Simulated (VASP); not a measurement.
# SrO (Imm2) in VASP: single point with LDA

Aim: the single point of SrO with LDA.

Program: VASP 6.6.1. These are calculated values, not measurements. Logs are shortened: lines on timing, memory, paths and dates and some standing lists are left out, and cuts for length are marked.

### Step 1. The cell of the first run

The structure is orthorhombic, space group Imm2 (No. 44). The conventional cell has a = 3.634 Å, b = 5.140 Å, c = 3.634 Å, α = 90.00°, β = 90.00°, γ = 90.00°. Within 3.0 Å of Sr (site symmetry mm2) lie 6 O at 2.29 to 2.89 Å. O (site symmetry mm2) has 6 Sr at 2.29 to 2.89 Å within 3.0 Å.

### Step 2. Single point, LDA (atom 1 (Sr) moved by (-0.300, -0.300) A along x and y)

The input, INCAR:

```
  PREC = Accurate
  ENCUT = 600
  EDIFF = 1E-6
  ISMEAR = 0
  SIGMA = 0.05
  LREAL = F
  LASPH = T
  NELM = 120
  ALGO = Normal
  ISIF = 2
  LWAVE = F
  LCHARG = F
  NBANDS = 15
  GGA_COMPAT = F
```

The input, KPOINTS:

```
Automatic mesh
0
Gamma
  8 8 8
```

The input, POSCAR:

```
SrO
1.0
    0.0000000000      2.5698000000      2.5698000000
    2.5698000000      0.0000000000      2.5698000000
    2.5698000000      2.5698000000      0.0000000000
Sr O
1 1
Direct
    0.0000000000      0.0000000000     -0.1167406024
    0.5000000000      0.5000000000      0.5000000000
```

Potentials or basis: VASP PAW LDA potentials, release 64 (Sr_sv, O).

Command:

```
$ cat potpaw_LDA.64/Sr_sv/POTCAR potpaw_LDA.64/O/POTCAR > POTCAR
$ mpirun -np 1 vasp_std > vasp.out
```

OUTCAR:

```text
PREC = Accurate
   ENCUT = 600
   EDIFF = 1E-6
   ISMEAR = 0
   LREAL = F
   LASPH = T
   NELM = 120
   ISIF = 2

 ion  position               nearest neighbor table
   1  0.000  0.000  0.883-   2 2.29   2 2.29   2 2.60   2 2.60   2 2.89   2 2.89
   2  0.500  0.500  0.500-   1 2.29   1 2.29   1 2.60   1 2.60   1 2.89   1 2.89

  LATTYP: Found a face centered cubic cell.
 ALAT       =     5.1396000000

  Lattice vectors:

 A1 = (   0.0000000000,   2.5698000000,   2.5698000000)
 A2 = (   2.5698000000,   0.0000000000,   2.5698000000)
 A3 = (   2.5698000000,   2.5698000000,   0.0000000000)

Analysis of symmetry for initial positions (statically):
=====================================================================
 Subroutine PRICEL returns:
 Original cell was already a primitive cell.

 Routine SETGRP: Setting up the symmetry group for a
 face centered cubic supercell.

 Subroutine GETGRP returns: Found  4 space group operations
 (whereof  4 operations were pure point group operations)
 out of a pool of 48 trial point group operations.

The static configuration has the point symmetry C_2v.

Analysis of symmetry for dynamics (positions and initial velocities):
=====================================================================
 Subroutine PRICEL returns:
 Original cell was already a primitive cell.

 Routine SETGRP: Setting up the symmetry group for a
 face centered cubic supercell.

 Subroutine GETGRP returns: Found  4 space group operations
 (whereof  4 operations were pure point group operations)
 out of a pool of 48 trial point group operations.

The dynamic configuration has the point symmetry C_2v.

 Subroutine INISYM returns: Found  4 space group operations
 (whereof  4 operations are pure point group operations),
 and found     1 'primitive' translations

----------------------------------------------------------------------------------------

                                     Primitive cell

  volume of cell :      33.9413

  direct lattice vectors                    reciprocal lattice vectors
     0.000000000  2.569800000  2.569800000    -0.194567671  0.194567671  0.194567671
     2.569800000  0.000000000  2.569800000     0.194567671 -0.194567671  0.194567671
     2.569800000  2.569800000  0.000000000     0.194567671  0.194567671 -0.194567671

  length of vectors
     3.634246013  3.634246013  3.634246013     0.337001091  0.337001091  0.337001091

  position of ions in fractional coordinates (direct lattice)
     0.000000000  0.000000000  0.883259398
     0.500000000  0.500000000  0.500000000

  ion indices of the primitive-cell ions
   primitive index   ion index
                 1           1
                 2           2

----------------------------------------------------------------------------------------

 KPOINTS: Automatic mesh

Automatic generation of k-mesh.
 Grid dimensions read from file:
 generate k-points for:    8    8    8

 Generating k-lattice:

  Cartesian coordinates                     Fractional coordinates (reciprocal lattice)
    -0.024320959  0.024320959  0.024320959     0.125000000  0.000000000  0.000000000
     0.024320959 -0.024320959  0.024320959     0.000000000  0.125000000  0.000000000
     0.024320959  0.024320959 -0.024320959     0.000000000  0.000000000  0.125000000

  Length of vectors
     0.042125136  0.042125136  0.042125136

  Shift w.r.t. Gamma in fractional coordinates (k-lattice)
     0.000000000  0.000000000  0.000000000

 Subroutine IBZKPT returns following result:
 ===========================================

 Found     95 irreducible k-points:

 Following reciprocal coordinates:
            Coordinates               Weight
  0.000000  0.000000  0.000000      1.000000
  0.125000  0.000000  0.000000      4.000000
  0.000000  0.000000  0.125000      4.000000
  0.250000  0.000000  0.000000      4.000000
  0.000000  0.000000  0.250000      4.000000
  0.375000  0.000000  0.000000      4.000000
[... 16 lines left out ...]
  0.125000  0.125000 -0.375000      4.000000
 -0.375000  0.125000  0.000000      4.000000
 [... further k-points ...]
   k-points           NKPTS =     95   k-points in BZ     NKDIM =     95   number of bands    NBANDS=     15
   number of dos      NEDOS =    301   number of ions     NIONS =      2
   total plane-waves  NPLWV =  27000
   dimension x,y,z NGX =    30 NGY =   30 NGZ =   30
   dimension x,y,z NGXF=    60 NGYF=   60 NGZF=   60
   ions per type =               1   1
   NGX,Y,Z   is equivalent  to a cutoff of  13.72, 13.72, 13.72 a.u.
   NGXF,Y,Z  is equivalent  to a cutoff of  27.45, 27.45, 27.45 a.u.
 SYSTEM =  unknown system
   PREC   = accura    normal or accurate (medium, high low for compatibility)
   ISTART =      0    job   : 0-new  1-cont  2-samecut
   ICHARG =      2    charge: 1-file 2-atom 10-const
   ISPIN  =      1    spin polarized calculation?
   LNONCOLLINEAR =      F non collinear calculations
   LSORBIT =      F    spin-orbit coupling
   LASPH  =      T    aspherical Exc in radial PAW
   ENCUT  =  600.0 eV  44.10 Ry    6.64 a.u.   7.26  7.26  7.26*2*pi/ulx,y,z
   NELM   =    120;   NELMIN=  2; NELMDL= -5     # of ELM steps
   EDIFF  = 0.1E-05   stopping-criterion for ELM
   LREAL  =      F    real-space projection
[... 7 lines left out ...]
   TEBEG  =    0.0;   TEEND  =   0.0 temperature during run
   PSTRESS=    0.0 pullay stress
   NELECT =      16.0000    total number of electrons
   NUPDOWN=      -1.0000    fix difference up-down
   EMIN   =  10.00;   EMAX   =-10.00  energy-range for DOS
   EFERMI =   0.00;   METHOD = LEGACY
   ISMEAR =     0;   SIGMA  =   0.05  broadening in eV -4-tet -1-fermi 0-gaus
   EFERMI_NEDOS =   21; number of points for ismear=-14 and -15
   IALGO  =     38    algorithm
   IMIX   =      4    mixing-type and parameters
     AMIX     =   0.40;   BMIX     =  1.00
     AMIX_MAG =   1.60;   BMIX_MAG =  1.00
  volume/ion in A,a.u.               =      16.97       114.52
  Fermi-wavevector in a.u.,A,eV,Ry     =   1.274106  2.407711 22.086959  1.623346
  Thomas-Fermi vector in A             =   2.406892
   LORBIT       =      0    0 simple, 1 ext, 2 COOP (PROOUT), +10 PAW based schemes
   GGA     = CA    functional components
   LHFCALC =     F    Hartree Fock is set to
   AEXX    =    0.0000 exact exchange contribution
   IVDW    =     0    specifies the selected vdW correction
   LEPSILON=     F    determine dielectric tensor
   LRPA    =     F    only Hartree local field effects (RPA)
 non-spin polarized calculation
 Gauss-broadening in eV      SIGMA  =   0.05
  energy-cutoff  :      600.00
  volume of cell :       33.94
 maximum number of plane-waves:      1158
 NGX is ok and might be reduce to    30
   NGX = 15   NGY = 15   NGZ = 15

 number of electron      15.9999997 magnetization

 Free energy of the ion-electron system (eV)
  ---------------------------------------------------
  ext. energy  EPLUGINS =         0.00000000
  ---------------------------------------------------
  free energy    TOTEN  =       -13.15060262 eV

  energy without entropy =      -13.15060262  energy(sigma->0) =      -13.15060262

 E-fermi :   1.4995     XC(G=0): -10.4922

 val. band max:        1.2120038596   @ k =   0.0000   0.5000   0.5000
 cond. band min:       5.0039036563   @ k =   0.0000   0.0000   0.0000
 fundamental gap:      3.7918997966
 Fermi energy:         1.4994794838

 k-point     1 :       0.0000    0.0000    0.0000
  band No.  band energies     occupation
      1     -30.6246      2.00000
      2     -13.8499      2.00000
      3     -12.3958      2.00000
      4     -12.3435      2.00000
      5     -12.0185      2.00000
      6       0.8476      2.00000
      7       0.8929      2.00000
      8       1.0189      2.00000
      9       5.0039      0.00000
     10       7.4743      0.00000
     11       8.1466      0.00000
     12       8.1650      0.00000
     13      10.0934      0.00000
     14      10.5241      0.00000
     15      13.6595      0.00000

 k-point     2 :       0.1250    0.0000    0.0000
  band No.  band energies     occupation
      1     -30.6017      2.00000
      2     -14.1660      2.00000
      3     -12.4597      2.00000
      4     -12.3740      2.00000
      5     -11.6948      2.00000
      6       0.4239      2.00000
      7       0.8417      2.00000
      8       0.9826      2.00000
      9       5.6556      0.00000
     10       7.2332      0.00000
     11       8.0270      0.00000
     12       8.3431      0.00000
     13      10.5674      0.00000
     14      11.1101      0.00000
     15      14.6592      0.00000

 k-point     3 :       0.0000    0.0000    0.1250
  band No.  band energies     occupation
      1     -30.6031      2.00000
      2     -14.1009      2.00000
      3     -12.4103      2.00000
      4     -12.3880      2.00000
      5     -11.8037      2.00000
      6       0.4275      2.00000
      7       0.8452      2.00000
      8       0.8674      2.00000
      9       5.6177      0.00000
     10       7.7536      0.00000
     11       7.8311      0.00000
     12       8.3877      0.00000
     13      10.5547      0.00000
     14      10.8955      0.00000
     15      14.7440      0.00000
[... 343 lines left out ...]
 k-point    23 :       0.1250    0.1250   -0.3750
  band No.  band energies     occupation
      1     -30.4683      2.00000
      2     -15.0259      2.00000
      3     -12.6093      2.00000
      4     -12.5394      2.00000
      5     -11.2693      2.00000
      6      -0.6633      2.00000
      7       0.2110      2.00000
      8       0.2452      2.00000
      9       7.5911      0.00000
     10       9.1332      0.00000
     11      10.2764      0.00000
     12      10.3451      0.00000
     13      13.2809      0.00000
     14      13.4528      0.00000
     15      15.1807      0.00000

 k-point    24 :      -0.3750    0.1250    0.0000
  band No.  band energies     occupation
      1     -30.4661      2.00000
      2     -15.2570      2.00000
      3     -12.6390      2.00000
      4     -12.5287      2.00000
      5     -10.9159      2.00000
      6      -0.5222      2.00000
      7       0.2861      2.00000
      8       0.5965      2.00000
      9       7.4375      0.00000
     10       8.0646      0.00000
     11       9.7404      0.00000
     12      10.0036      0.00000
     13      12.4337      0.00000
     14      13.8241      0.00000
     15      16.4184      0.00000

 [... further k-points ...]

------------------------ aborting loop because EDIFF is reached ----------------------------------------

  FORCE on cell =-STRESS in cart. coord.  units (eV):
  Direction    XX          YY          ZZ          XY          YZ          ZX
  --------------------------------------------------------------------------------------
  -------------------------------------------------------------------------------------
  Total        1.0559217      1.0559217     -1.0662864     -0.4118320      0.0000000      0.0000000
  in kB       49.8441634     49.8441634    -50.3334244    -19.4402884      0.0000000      0.0000000
  external PRESSURE =      16.4516342 kB  Pullay stress =       0.0000000 kB

 VOLUME and BASIS-vectors are now :
 -----------------------------------------------------------------------------
  energy-cutoff  :      600.00
  volume of cell :       33.94
      direct lattice vectors                 reciprocal lattice vectors
     0.000000000  2.569800000  2.569800000    -0.194567671  0.194567671  0.194567671
     2.569800000  0.000000000  2.569800000     0.194567671 -0.194567671  0.194567671
     2.569800000  2.569800000  0.000000000     0.194567671  0.194567671 -0.194567671

 POSITION                                       TOTAL-FORCE (eV/Angst)
 -----------------------------------------------------------------------------------
      2.26980      2.26980      0.00000         0.909246      0.909246     -0.000000
      2.56980      2.56980      2.56980        -0.909246     -0.909246      0.000000
 -----------------------------------------------------------------------------------
    total drift:                                0.000069      0.000069     -0.000000

  FREE ENERGIE OF THE ION-ELECTRON SYSTEM (eV)
  ---------------------------------------------------
  free  energy   TOTEN  =       -13.1506026182 eV

  energy  without entropy=      -13.1506026182  energy(sigma->0) =      -13.15060262
```

Wall time 72 s (1 thread of Intel Xeon Platinum 8488C (Sapphire Rapids), shared host); peak memory 0.19 GiB.

Results:

- Free energy: -13.1506 eV
- Pressure: 1.6 GPa
- Largest force: 1.286 eV/Å
- Band gap on the k mesh: 3.79 eV (least direct gap 3.90 eV)

Forces on the atoms (eV/Å):
```
Sr   0.909  0.909  0.000
O   -0.909 -0.909  0.000
```

Levels at points of the mesh, in eV from the valence-band top:
```
           k point  band 5  band 6  band 7  band 8  band 9  band 10  band 11  band 12
(0.00, 0.00, 0.00)  -13.23   -0.36   -0.32   -0.19    3.79     6.26     6.93     6.95
(0.50, 0.00, 0.00)  -12.04   -2.08   -0.95   -0.73    6.25     7.25     8.69     9.45
(0.00, 0.00, 0.50)  -12.39   -2.09   -1.12   -1.09    6.29     8.51     8.85     9.65
(0.50, 0.50, 0.00)  -13.22   -0.77   -0.41   -0.07    4.49     7.39    10.39    10.63
(0.00, 0.50, 0.50)  -13.12   -0.51   -0.23    0.00    3.90     7.38     9.69    10.55
```

Caveat: the cell differs from its parent crystal (atom 1 (Sr) moved by (-0.300, -0.300) A along x and y); forces of over 1 eV/Å act on the atoms, so gaps and moduli don't describe the material at rest. A k mesh can miss the band edges.
